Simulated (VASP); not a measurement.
# Ir (Fm-3m) in VASP: further runs

Ir is run at these levels: PBEsol; tasks: single point.

All numbers are computed with VASP 6.6.1; they aren't measurements. Logs are shortened: lines on timing, memory, paths and dates and some standing lists are left out, and cuts for length are marked.

## (1) The cell of the first run

The structure is cubic, space group Fm-3m (No. 225). Conventional cell: a = 3.866 Å, b = 3.866 Å, c = 3.866 Å, α = 90.00°, β = 90.00°, γ = 90.00°. Ir (site symmetry m-3m) has 12 Ir at 2.73 Å within 3.6 Å.

## (2) Single point, PBEsol (Hf replaced by Ir, lengths x 0.883, strained)

INCAR reads:

```
SYSTEM = Ir
PREC = Accurate
ENCUT = 500
EDIFF = 1E-6
ISMEAR = 0
SIGMA = 0.1
LREAL = .False.
LASPH = .True.
NELM = 120
ALGO = Normal
ISIF = 2
LWAVE = .False.
LCHARG = .False.
GGA = PS
NBANDS = 10
GGA_COMPAT = .False.
```

KPOINTS reads:

```
regular mesh
0
Gamma
  8 8 8
  0 0 0
```

POSCAR reads:

```
Ir
1.0
    0.0000000000      1.9330876567      1.9330876567
    1.9330876567      0.0000000000      1.9330876567
    1.9330876567      1.9330876567      0.0000000000
Ir
1
Direct
    0.0000000000      0.0000000000      0.0000000000
```

Potentials or basis: VASP PAW PBE potentials, release 64 (Ir).

Command:

```console
$ cat potpaw_PBE.64/Ir/POTCAR > POTCAR
$ mpirun -np 1 vasp_std > vasp.out
```

OUTCAR:

```text
SYSTEM = Ir
   PREC = Accurate
   ENCUT = 500
   EDIFF = 1E-6
   ISMEAR = 0
   LREAL = .False.
   LASPH = .True.
   NELM = 120
   ISIF = 2
   GGA = PS

 ion  position               nearest neighbor table
   1  0.000  0.000  0.000-

  LATTYP: Found a face centered cubic cell.
 ALAT       =     3.8661753134

  Lattice vectors:

 A1 = (   0.0000000000,   1.9330876567,   1.9330876567)
 A2 = (   1.9330876567,   0.0000000000,   1.9330876567)
 A3 = (   1.9330876567,   1.9330876567,   0.0000000000)

Analysis of symmetry for initial positions (statically):
=====================================================================
 Subroutine PRICEL returns:
 Original cell was already a primitive cell.

 Routine SETGRP: Setting up the symmetry group for a
 face centered cubic supercell.

 Subroutine GETGRP returns: Found 48 space group operations
 (whereof 48 operations were pure point group operations)
 out of a pool of 48 trial point group operations.

The static configuration has the point symmetry O_h .

Analysis of symmetry for dynamics (positions and initial velocities):
=====================================================================
 Subroutine PRICEL returns:
 Original cell was already a primitive cell.

 Routine SETGRP: Setting up the symmetry group for a
 face centered cubic supercell.

 Subroutine GETGRP returns: Found 48 space group operations
 (whereof 48 operations were pure point group operations)
 out of a pool of 48 trial point group operations.

The dynamic configuration has the point symmetry O_h .

 Subroutine INISYM returns: Found 48 space group operations
 (whereof 48 operations are pure point group operations),
 and found     1 'primitive' translations

----------------------------------------------------------------------------------------

                                     Primitive cell

  volume of cell :      14.4472

  direct lattice vectors                    reciprocal lattice vectors
     0.000000000  1.933087657  1.933087657    -0.258653558  0.258653558  0.258653558
     1.933087657  0.000000000  1.933087657     0.258653558 -0.258653558  0.258653558
     1.933087657  1.933087657  0.000000000     0.258653558  0.258653558 -0.258653558

  length of vectors
     2.733798781  2.733798781  2.733798781     0.448001104  0.448001104  0.448001104

  position of ions in fractional coordinates (direct lattice)
     0.000000000  0.000000000  0.000000000

  ion indices of the primitive-cell ions
   primitive index   ion index
                 1           1

----------------------------------------------------------------------------------------

 KPOINTS: regular mesh

Automatic generation of k-mesh.
 Grid dimensions read from file:
 generate k-points for:    8    8    8

 Generating k-lattice:

  Cartesian coordinates                     Fractional coordinates (reciprocal lattice)
    -0.032331695  0.032331695  0.032331695     0.125000000  0.000000000  0.000000000
     0.032331695 -0.032331695  0.032331695     0.000000000  0.125000000  0.000000000
     0.032331695  0.032331695 -0.032331695     0.000000000  0.000000000  0.125000000

  Length of vectors
     0.056000138  0.056000138  0.056000138

  Shift w.r.t. Gamma in fractional coordinates (k-lattice)
     0.000000000  0.000000000  0.000000000

 Subroutine IBZKPT returns following result:
 ===========================================

 Found     29 irreducible k-points:

 Following reciprocal coordinates:
            Coordinates               Weight
  0.000000  0.000000  0.000000      1.000000
  0.125000  0.000000  0.000000      8.000000
  0.250000  0.000000  0.000000      8.000000
  0.375000  0.000000  0.000000      8.000000
  0.500000  0.000000  0.000000      4.000000
  0.125000  0.125000  0.000000      6.000000
[... 16 lines left out ...]
  0.500000  0.250000  0.125000     48.000000
 -0.375000  0.250000  0.125000     24.000000
 [... further k-points ...]
   k-points           NKPTS =     29   k-points in BZ     NKDIM =     29   number of bands    NBANDS=     10
   number of dos      NEDOS =    301   number of ions     NIONS =      1
   total plane-waves  NPLWV =   8000
   dimension x,y,z NGX =    20 NGY =   20 NGZ =   20
   dimension x,y,z NGXF=    40 NGYF=   40 NGZF=   40
   ions per type =               1
   NGX,Y,Z   is equivalent  to a cutoff of  12.16, 12.16, 12.16 a.u.
   NGXF,Y,Z  is equivalent  to a cutoff of  24.32, 24.32, 24.32 a.u.
 SYSTEM =  Ir
   PREC   = accura    normal or accurate (medium, high low for compatibility)
   ISTART =      0    job   : 0-new  1-cont  2-samecut
   ICHARG =      2    charge: 1-file 2-atom 10-const
   ISPIN  =      1    spin polarized calculation?
   LNONCOLLINEAR =      F non collinear calculations
   LSORBIT =      F    spin-orbit coupling
   LASPH  =      T    aspherical Exc in radial PAW
   ENCUT  =  500.0 eV  36.75 Ry    6.06 a.u.   4.98  4.98  4.98*2*pi/ulx,y,z
   NELM   =    120;   NELMIN=  2; NELMDL= -5     # of ELM steps
   EDIFF  = 0.1E-05   stopping-criterion for ELM
   LREAL  =      F    real-space projection
   EDIFFG = 0.1E-04   stopping-criterion for IOM
   NSW    =      0    number of steps for IOM
   IBRION =     -1    ionic relax: 0-MD 1-quasi-New 2-CG
   NFREE  =      0    steps in history (QN), initial steepest desc. (CG)
   ISIF   =      2    stress and relaxation
   ISYM   =      2    0-nonsym 1-usesym 2-fastsym
   POTIM  = 0.5000    time-step for ionic-motion
   TEBEG  =    0.0;   TEEND  =   0.0 temperature during run
   PSTRESS=    0.0 pullay stress
   NELECT =       9.0000    total number of electrons
   NUPDOWN=      -1.0000    fix difference up-down
   EMIN   =  10.00;   EMAX   =-10.00  energy-range for DOS
   EFERMI =   0.00;   METHOD = LEGACY
   ISMEAR =     0;   SIGMA  =   0.10  broadening in eV -4-tet -1-fermi 0-gaus
   EFERMI_NEDOS =   21; number of points for ismear=-14 and -15
   IALGO  =     38    algorithm
   IMIX   =      4    mixing-type and parameters
     AMIX     =   0.40;   BMIX     =  1.00
     AMIX_MAG =   1.60;   BMIX_MAG =  1.00
  volume/ion in A,a.u.               =      14.45        97.49
  Fermi-wavevector in a.u.,A,eV,Ry     =   1.398173  2.642163 26.597847  1.954887
  Thomas-Fermi vector in A             =   2.521357
   LORBIT       =      0    0 simple, 1 ext, 2 COOP (PROOUT), +10 PAW based schemes
   GGA     = PS    functional components
   LHFCALC =     F    Hartree Fock is set to
   AEXX    =    0.0000 exact exchange contribution
   IVDW    =     0    specifies the selected vdW correction
   LEPSILON=     F    determine dielectric tensor
   LRPA    =     F    only Hartree local field effects (RPA)
 non-spin polarized calculation
 Gauss-broadening in eV      SIGMA  =   0.10
  energy-cutoff  :      500.00
  volume of cell :       14.45
 maximum number of plane-waves:       380
   NGX =  9   NGY =  9   NGZ =  9

 number of electron       9.0000000 magnetization

 Free energy of the ion-electron system (eV)
  ---------------------------------------------------
  ext. energy  EPLUGINS =         0.00000000
  ---------------------------------------------------
  free energy    TOTEN  =        -9.73868210 eV

  energy without entropy =       -9.72926134  energy(sigma->0) =       -9.73397172

 E-fermi :   9.9348     XC(G=0): -13.9782

 val. band max:        9.8937159835   @ k =  -0.3750   0.1250   0.0000
 cond. band min:       9.9549577464   @ k =  -0.3750   0.2500   0.0000
 fundamental gap:      0.0612417629
 Fermi energy:         9.9348466912

 k-point     1 :       0.0000    0.0000    0.0000
  band No.  band energies     occupation
      1      -1.0806      2.00000
      2       6.1027      2.00000
      3       6.1027      2.00000
      4       6.1027      2.00000
      5       8.7440      2.00000
      6       8.7440      2.00000
      7      24.2277      0.00000
      8      29.6984      0.00000
      9      29.6984      0.00000
     10      29.6984      0.00000

 k-point     2 :       0.1250    0.0000    0.0000
  band No.  band energies     occupation
      1      -0.4223      2.00000
      2       5.7916      2.00000
      3       6.3603      2.00000
      4       6.3603      2.00000
      5       8.6063      2.00000
      6       8.6063      2.00000
      7      25.2955      0.00000
      8      27.1113      0.00000
      9      30.7738      0.00000
     10      30.7738      0.00000

 k-point     3 :       0.2500    0.0000    0.0000
  band No.  band energies     occupation
      1       1.0992      2.00000
      2       5.5940      2.00000
      3       6.5428      2.00000
      4       6.5428      2.00000
      5       8.9153      2.00000
      6       8.9153      2.00000
      7      23.5494      0.00000
      8      26.5265      0.00000
      9      33.3163      0.00000
     10      33.3185      0.00000

 k-point     4 :       0.3750    0.0000    0.0000
  band No.  band energies     occupation
      1       1.9191      2.00000
      2       6.2080      2.00000
      3       6.2080      2.00000
      4       7.2283      2.00000
      5      10.0842      0.03464
      6      10.0842      0.03464
      7      19.5771      0.00000
      8      24.6430      0.00000
      9      31.0715      0.00000
     10      31.0715      0.00000

 k-point     5 :       0.5000    0.0000    0.0000
  band No.  band energies     occupation
      1       1.9589      2.00000
      2       6.0193      2.00000
      3       6.0193      2.00000
      4       9.1235      2.00000
      5      10.7565      0.00000
      6      10.7565      0.00000
      7      16.8975      0.00000
      8      23.7647      0.00000
      9      29.4573      0.00000
     10      29.4573      0.00000

 k-point     6 :       0.1250    0.1250    0.0000
  band No.  band energies     occupation
      1      -0.1977      2.00000
      2       5.4694      2.00000
      3       6.6076      2.00000
      4       6.6076      2.00000
      5       8.0182      2.00000
      6       9.0042      2.00000
      7      25.7243      0.00000
      8      28.1023      0.00000
      9      29.8529      0.00000
     10      29.8529      0.00000

 k-point     7 :       0.2500    0.1250    0.0000
  band No.  band energies     occupation
      1       1.1105      2.00000
      2       4.9663      2.00000
      3       6.6761      2.00000
      4       7.0347      2.00000
      5       8.1234      2.00000
      6       9.3859      2.00000
      7      25.3649      0.00000
      8      27.3430      0.00000
      9      30.0858      0.00000
     10      30.9633      0.00000

 k-point     8 :       0.3750    0.1250    0.0000
  band No.  band energies     occupation
      1       2.3242      2.00000
      2       5.5072      2.00000
      3       5.9856      2.00000
      4       6.8629      2.00000
      5       9.9917      0.42102
      6      10.3398      0.00000
      7      21.1616      0.00000
      8      26.0213      0.00000
      9      29.2377      0.00000
     10      31.0488      0.00000

 k-point     9 :       0.5000    0.1250    0.0000
  band No.  band energies     occupation
      1       2.4898      2.00000
      2       5.5453      2.00000
      3       6.5400      2.00000
      4       7.2942      2.00000
      5      10.8008      0.00000
      6      12.4163      0.00000
      7      17.0520      0.00000
      8      24.8250      0.00000
      9      28.6473      0.00000
     10      28.7230      0.00000
[... 118 lines left out ...]
 k-point    19 :       0.5000    0.3750    0.0000
  band No.  band energies     occupation
      1       2.5961      2.00000
      2       3.1677      2.00000
      3       8.4987      2.00000
      4       9.8575      1.72597
      5      11.0701      0.00000
      6      13.3529      0.00000
      7      19.2911      0.00000
      8      22.6024      0.00000
      9      22.9958      0.00000
     10      31.3390      0.00000

 k-point    20 :      -0.3750    0.3750    0.0000
  band No.  band energies     occupation
      1       3.1334      2.00000
      2       4.0536      2.00000
      3       7.0534      2.00000
      4       9.0492      2.00000
      5      10.4686      0.00000
      6      16.0748      0.00000
      7      17.3921      0.00000
      8      21.0881      0.00000
      9      25.1909      0.00000
     10      30.6512      0.00000

 k-point    21 :       0.5000    0.5000    0.0000
  band No.  band energies     occupation
      1       2.1938      2.00000
      2       2.7407      2.00000
      3      10.7452      0.00000
      4      11.3029      0.00000
      5      11.3029      0.00000
      6      11.5291      0.00000
      7      20.0650      0.00000
      8      21.4475      0.00000
      9      21.4475      0.00000
     10      30.8032      0.00000

 k-point    22 :       0.3750    0.2500    0.1250
  band No.  band energies     occupation
      1       2.4763      2.00000
      2       4.4974      2.00000
      3       6.0365      2.00000
      4       8.0655      2.00000
      5       8.1435      2.00000
      6      10.6501      0.00000
      7      23.9979      0.00000
      8      26.5952      0.00000
      9      28.2886      0.00000
     10      30.3744      0.00000

 k-point    23 :       0.5000    0.2500    0.1250
  band No.  band energies     occupation
      1       3.3733      2.00000
      2       5.0299      2.00000
      3       5.4020      2.00000
      4       7.6959      2.00000
      5       9.7372      1.99482
      6      12.6545      0.00000
      7      19.9091      0.00000
      8      25.1102      0.00000
      9      26.5422      0.00000
     10      31.0839      0.00000

 k-point    24 :      -0.3750    0.2500    0.1250
  band No.  band energies     occupation
      1       3.4073      2.00000
      2       4.8101      2.00000
      3       6.3529      2.00000
      4       7.3910      2.00000
      5      10.4436      0.00000
      6      14.9341      0.00000
      7      16.3394      0.00000
      8      25.4735      0.00000
      9      25.4952      0.00000
     10      29.4994      0.00000

 [... further k-points ...]
[... 5 lines left out ...]
  --------------------------------------------------------------------------------------
  -------------------------------------------------------------------------------------
  Total       -0.7235370     -0.7235370     -0.7235370      0.0000000      0.0000000      0.0000000
  in kB      -80.2392198    -80.2392198    -80.2392198      0.0000000      0.0000000      0.0000000
  external PRESSURE =     -80.2392198 kB  Pullay stress =       0.0000000 kB

 VOLUME and BASIS-vectors are now :
 -----------------------------------------------------------------------------
  energy-cutoff  :      500.00
  volume of cell :       14.45
      direct lattice vectors                 reciprocal lattice vectors
     0.000000000  1.933087657  1.933087657    -0.258653558  0.258653558  0.258653558
     1.933087657  0.000000000  1.933087657     0.258653558 -0.258653558  0.258653558
     1.933087657  1.933087657  0.000000000     0.258653558  0.258653558 -0.258653558

 POSITION                                       TOTAL-FORCE (eV/Angst)
 -----------------------------------------------------------------------------------
      0.00000      0.00000      0.00000        -0.000000     -0.000000     -0.000000
 -----------------------------------------------------------------------------------
    total drift:                                0.000000      0.000000      0.000000

  FREE ENERGIE OF THE ION-ELECTRON SYSTEM (eV)
  ---------------------------------------------------
  free  energy   TOTEN  =        -9.7386821030 eV

  energy  without entropy=       -9.7292613437  energy(sigma->0) =       -9.73397172
```

Wall time 6.9 s (1 thread of Intel Xeon 8259CL, shared host); peak memory 0.13 GiB.

Results:

```yaml
Free_energy: -9.7387 eV
Pressure: -8.0 GPa
```

Levels at points of the mesh, in eV from the Fermi level:
```csv
k point,band 1,band 2,band 3,band 4,band 5,band 6,band 7,band 8,band 9
"(0.00, 0.00, 0.00)",-11.02,-3.83,-3.83,-3.83,-1.19,-1.19,14.29,19.76,19.76
"(0.50, 0.00, 0.00)",-7.98,-3.92,-3.92,-0.81,0.82,0.82,6.96,13.83,19.52
"(0.50, 0.50, 0.00)",-7.74,-7.19,0.81,1.37,1.37,1.59,10.13,11.51,11.51
```

Caveat: the cell differs from its parent crystal (Hf replaced by Ir, lengths x 0.883, strained); the PAW data sets were made with another functional, which shifts forces and pressure a little; spin-orbit coupling is left out, which moves the levels of the heavy elements.

## (3) Single point, PBEsol (Hf replaced by Ir, lengths x 0.883, strained)

INCAR reads:

```
PREC = Accurate
ENCUT = 500
EDIFF = 1E-6
ISMEAR = 0
SIGMA = 0.1
LREAL = F
LASPH = T
NELM = 120
ALGO = Normal
ISIF = 2
LWAVE = F
LCHARG = F
GGA = PS
NBANDS = 10
GGA_COMPAT = F
```

KPOINTS reads:

```
regular mesh
0
Gamma
  18 18 18
```

POSCAR is that of step 2.

Potentials or basis: VASP PAW PBE potentials, release 64 (Ir).

Command:

```console
$ cat potpaw_PBE.64/Ir/POTCAR > POTCAR
$ mpirun -np 1 vasp_std > vasp.out
```

Run time: 29 s. Hardware: 1 thread of Intel Xeon 8259CL, shared host; peak memory 0.15 GiB.

It converged, with:

```
Free energy : -9.8127 eV
Pressure    : -9.3 GPa
```

Levels at points of the mesh, in eV from the Fermi level:
```
           k point  band 1  band 2  band 3  band 4  band 5  band 6  band 7  band 8  band 9
(0.00, 0.00, 0.00)  -11.00   -3.81   -3.81   -3.81   -1.19   -1.19   14.33   19.77   19.77
(0.50, 0.00, 0.00)   -7.95   -3.90   -3.90   -0.80    0.83    0.83    6.98   13.85   19.54
(0.50, 0.50, 0.00)   -7.73   -7.17    0.81    1.39    1.39    1.62   10.14   11.53   11.53
```

Caveat: the cell differs from its parent crystal (Hf replaced by Ir, lengths x 0.883, strained); the PAW data sets were made with another functional, which shifts forces and pressure a little; spin-orbit coupling is left out, which moves the levels of the heavy elements.
